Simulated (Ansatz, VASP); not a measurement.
**CoSi3 in VASP and in Ansatz**

```
Si Co
1.0
     0.00000    2.97597    2.97597
     2.97597    0.00000    2.97597
     2.97597    2.97597    0.00000
Si Co
3 1
Direct
  0.25000 0.25000 0.25000
  0.75000 0.75000 0.75000
  0.50000 0.50000 0.50000
  0.00000 0.00000 0.00000
```

Alike in both runs: task single point; functional PBEsol; k mesh 12 × 12 × 12; occupations gaussian, width 0.1 eV; no spin polarisation.

|  | VASP | Ansatz |
| --- | --- | --- |
| version | VASP 6.6.1 | Ansatz 0.2.0 |
| potentials or method | VASP PAW PBE potentials, release 64 (Si, Co), cutoff 520 eV | scalar-relativistic, plane waves, PAW |
| valence electrons in the cell | 21 | 29 |

Ansatz gave:

- gap on the k mesh at the Fermi level (eV): none
- pressure (GPa): -7.4

Q: Which values does VASP return?

A: gap on the k mesh at the Fermi level (eV): none; pressure (GPa): -7.3.

VASP's potentials were made for PBE, not for PBEsol. A gap of «none» marks a metal or a gap that the smearing closes. VASP's potentials hold 21 valence electrons a cell and Ansatz's 29, so a difference there can come from the potentials and not from the codes.
